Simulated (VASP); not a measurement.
# SiC2 (R-3m) in VASP: notebook, part 2 of 2

VASP 6.6.1. Earlier steps stand in the parts before.

### 5 Single point, PBE, collinear spin

INCAR

```
SYSTEM = SiC2
PREC     = Accurate       ! precision mode
ENCUT    = 520            ! plane-wave cutoff, eV
EDIFF    = 1E-6           ! SCF threshold, eV
ISMEAR   = 0              ! smearing method
SIGMA    = 0.1            ! smearing width, eV
LREAL    = .False.        ! projectors in reciprocal space
LASPH    = .True.         ! aspherical terms in the spheres
NELM     = 150            ! most SCF steps
ALGO     = Normal         ! electronic algorithm
ISIF     = 2              ! what is computed and relaxed
LWAVE    = .False.        ! write WAVECAR
LCHARG   = .True.         ! write CHGCAR
ISPIN    = 2              ! spin polarisation
MAGMOM   = 0 1 1          ! initial moments
LORBIT   = 11             ! projections on sites
GGA      = PE             ! functional
LELF     = .True.         ! ELF
LVHAR    = .True.       
NBANDS   = 17             ! bands
```

KPOINTS

```
regular mesh
0
Gamma
  6 6 6
  0 0 0
```

POSCAR

```
SiC2
1.0
    1.3878108000      0.8012529400      3.5591314400
   -1.3878108000      0.8012529400      3.5591314400
    0.0000000000     -1.6025058800      3.5591314400
Si C
1 2
Direct
    0.0000000000      0.0000000000      0.0000000000
    0.4160641100      0.4160641100      0.4160641100
    0.5839358900      0.5839358900      0.5839358900
```

Potentials or basis: VASP PAW PBE potentials, release 64 (Si, C).

Run with:

```bash
$ cat potpaw_PBE.64/Si/POTCAR potpaw_PBE.64/C/POTCAR > POTCAR
$ mpirun -np 1 vasp_std > vasp.out
```

OUTCAR:

```text
SYSTEM = SiC2
   PREC = Accurate
   ENCUT = 520
   EDIFF = 1E-6
   ISMEAR = 0
   LREAL = .False.
   LASPH = .True.
   NELM = 150
   ISIF = 2
   ISPIN = 2
   LORBIT = 11
   GGA = PE

 ion  position               nearest neighbor table
   1  0.000  0.000  0.000-   3 1.83   3 1.83   2 1.83   2 1.83   3 1.83   2 1.83
   2  0.416  0.416  0.416-   3 1.79   1 1.83   1 1.83   1 1.83
   3  0.584  0.584  0.584-   2 1.79   1 1.83   1 1.83   1 1.83

  LATTYP: Found a trigonal (rhomboedric) cell.
 ALAT       =     3.9032603933
 COS(alpha) =     0.7471660017
[... 1187 lines left out ...]
  energy-cutoff  :      520.00
  volume of cell :       23.75
      direct lattice vectors                 reciprocal lattice vectors
     1.387810800  0.801252940  3.559131440     0.360279658  0.208007557  0.093655809
    -1.387810800  0.801252940  3.559131440    -0.360279658  0.208007557  0.093655809
     0.000000000 -1.602505880  3.559131440     0.000000000 -0.416015114  0.093655809

 POSITION                                       TOTAL-FORCE (eV/Angst)
 -----------------------------------------------------------------------------------
      0.00000      0.00000      0.00000         0.000000      0.000000     -0.000000
      0.00000      0.00000      4.44248         0.000000      0.000000      9.075472
      0.00000      0.00000      6.23491         0.000000      0.000000     -9.075472
 -----------------------------------------------------------------------------------
    total drift:                               -0.000000     -0.000000      0.000000

  FREE ENERGIE OF THE ION-ELECTRON SYSTEM (eV)
  ---------------------------------------------------
  free  energy   TOTEN  =       -18.8265785778 eV

  energy  without entropy=      -18.8211685326  energy(sigma->0) =      -18.82387356

 total charge

# of ion       s       p       d       tot
------------------------------------------
    1        0.711   1.151   0.000   1.862
    2        0.927   1.557   0.000   2.484
    3        0.927   1.557   0.000   2.484
--------------------------------------------------
tot          2.564   4.266   0.000   6.830

 magnetization (x)

# of ion       s       p       d       tot
------------------------------------------
    1        0.000   0.000   0.000   0.000
    2       -0.000  -0.000   0.000  -0.000
    3       -0.000  -0.000   0.000  -0.000
--------------------------------------------------
tot         -0.000  -0.000   0.000  -0.000
```

OSZICAR:

```text
N       E                     dE             d eps       ncg     rms          rms(c)
DAV:   1     0.155248712695E+02    0.15525E+02   -0.56039E+03  2224   0.605E+02
DAV:   2    -0.183644678182E+02   -0.33889E+02   -0.31885E+02  2977   0.132E+02
DAV:   3    -0.193973797346E+02   -0.10329E+01   -0.10209E+01  2526   0.175E+01
DAV:   4    -0.194012492493E+02   -0.38695E-02   -0.38688E-02  2791   0.131E+00
DAV:   5    -0.194012642340E+02   -0.14985E-04   -0.14984E-04  2483   0.796E-02    0.105E+01
DAV:   6    -0.189195487809E+02    0.48172E+00   -0.72935E-01  2423   0.511E+00    0.549E+00
DAV:   7    -0.188060750471E+02    0.11347E+00   -0.53397E-01  2640   0.429E+00    0.170E+00
DAV:   8    -0.188225433319E+02   -0.16468E-01   -0.47837E-02  2323   0.146E+00    0.908E-01
DAV:   9    -0.188255738706E+02   -0.30305E-02   -0.40859E-03  2503   0.459E-01    0.288E-01
DAV:  10    -0.188264882393E+02   -0.91437E-03   -0.99041E-04  2460   0.196E-01    0.798E-02
DAV:  11    -0.188265502005E+02   -0.61961E-04   -0.11819E-04  2651   0.733E-02    0.474E-02
DAV:  12    -0.188265740540E+02   -0.23854E-04   -0.29631E-05  2421   0.379E-02    0.256E-02
DAV:  13    -0.188265779179E+02   -0.38638E-05   -0.32026E-06  2572   0.129E-02    0.959E-03
DAV:  14    -0.188265785778E+02   -0.65989E-06   -0.66865E-07  1656   0.600E-03
   1 F= -.18826579E+02 E0= -.18823874E+02  d E =-.541005E-02  mag=     0.0000
```

stdout:

```text
POSCAR found type information on POSCAR SiC
 POSCAR found :  2 types and       3 ions
 scaLAPACK will be used
 LDA part: xc-table for (Slater+PW92), standard interpolation
 POSCAR, INCAR and KPOINTS ok, starting setup
 FFT: planning ... GRIDC
 FFT: planning ... GRID_SOFT
 FFT: planning ... GRID
 WAVECAR not read
 entering main loop
```

Run time: 57 s. Hardware: 1 thread of Intel Xeon 8259CL, shared host; peak memory 0.19 GiB.

Results:

- Free energy: -18.8266 eV
- Pressure: 54.3 GPa
- Largest force: 9.075 eV/Å
- Band gap on the k mesh: zero (filled and empty bands overlap)
- Net moment: 0.00 μB per cell
- Valence electrons inside the program's atomic spheres: Si 1.86; C 2.48

Forces in eV/Å, atoms in the order of the input:
```
Si   0.000  0.000  0.000
C    0.000  0.000  9.075
C    0.000  0.000 -9.075
```

Caveat: the k points lie up to 0.45 Å⁻¹ apart, too coarse for converged energies and pressures of a metal; forces of over 1 eV/Å act on the atoms, so gaps and moduli don't describe the material at rest.

### 6 Overview

```tsv
task	spin	cell	cutoff (eV)	gap on the mesh (eV)	pressure (GPa)	largest force (eV/Å)
single point	off	a = 3.903 Å, angles 41.7°, 3 atoms, atomic positions A	520	none	54.3	9.08
single point	off	a = 4.010 Å, angles 42.6°, 3 atoms, atomic positions B	520	none	0.2	0.06
relaxation of cell and atoms	off	relaxed from a = 3.903 Å, angles 41.7°, 3 atoms, atomic positions A	600	none	0.2	0.01
single point	collinear	a = 3.903 Å, angles 41.7°, 3 atoms, atomic positions A	520	none	54.3	9.08
```

Alike in all rows: level PBE; potentials or basis VASP PAW PBE potentials, release 64 (Si, C); k mesh 6 × 6 × 6; smearing gaussian 0.1 eV.

Caveats: all runs use coarse meshes; forces of over 1 eV/Å act on the atoms, so gaps and moduli don't describe the material at rest (at least some runs).

Total energies depend on the potentials used, so only differences within one code and one set of settings carry meaning.
